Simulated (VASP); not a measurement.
Input of a VASP 6.6.1 run:

INCAR

```
ALGO = Normal
EDIFF = 1E-6
ENCUT = 520
GGA = PE
ISIF = 2
ISMEAR = -1
IVDW = 12
LASPH = True
LCHARG = False
LREAL = Auto
LWAVE = False
NBANDS = 82
NELM = 80
PREC = Accurate
SIGMA = 0.05
```

The input KPOINTS:

```
k-points
0
Gamma
  1 1 1
```

The input POSCAR:

```
CS2
1.0
    9.2831780000      0.0000000000      0.0000000000
    0.0000000000      9.2831780000      0.0000000000
    0.0000000000      0.0000000000      9.2831780000
S C
16 8
Direct
    0.2079783453      0.0120540617      0.9705943374
    0.2429986800     -0.0906909250      0.6464381056
    0.6837098244      0.8540717414      0.9463569480
    0.9600914687      0.6625101878      0.9233044977
    0.5109241684      0.9601991904      0.3071361984
    0.3939491411      0.6733793104      0.1818127370
    0.8233495038      0.9230028768      0.5593450863
    1.0163329842      0.8961801659      0.2839975707
    0.4813114647      0.2212388904      0.8700253297
    0.2659649530      0.4649808503      0.9553086238
    0.9814634600      0.4446106710      0.2623347306
    0.8894152412      0.5632769295      0.5615749262
    0.2834158733      0.4517310774      0.5058073862
    0.5098038624      0.6177302644      0.6987262336
    0.8281215765      0.2425893374      1.0134137253
    0.9415310145      0.2484063109      0.6928230828
    0.2426970591     -0.0417206263      0.8137838141
    0.8278738165      0.7603215192      0.9408200511
    0.4481547160      0.8121572160      0.2557313885
    0.9302417771      0.9068015285      0.4281938793
    0.3770045129      0.3477580630      0.9090205962
    0.9386009834      0.5081880365      0.4109368580
    0.3994429494      0.5339766188      0.5956688539
    0.8722767139      0.2537600809      0.8479423749
```

Potentials or basis: VASP PAW PBE potentials, release 64 (S, C).

Command:

```sh
$ cat potpaw_PBE.64/S/POTCAR potpaw_PBE.64/C/POTCAR > POTCAR
$ mpirun -np 1 vasp_gam > vasp.out
```

Q: What does it give for the largest force?

A: 2.601 eV/Å.

Q: Predict the dispersion energy per atom.

A: -0.122 eV.

Stress tensor (GPa, compression positive):
```
-0.97  0.18  0.27
 0.18 -0.22 -0.45
 0.27 -0.45 -2.12
```

Caveat: the k points lie up to 0.68 Å⁻¹ apart.
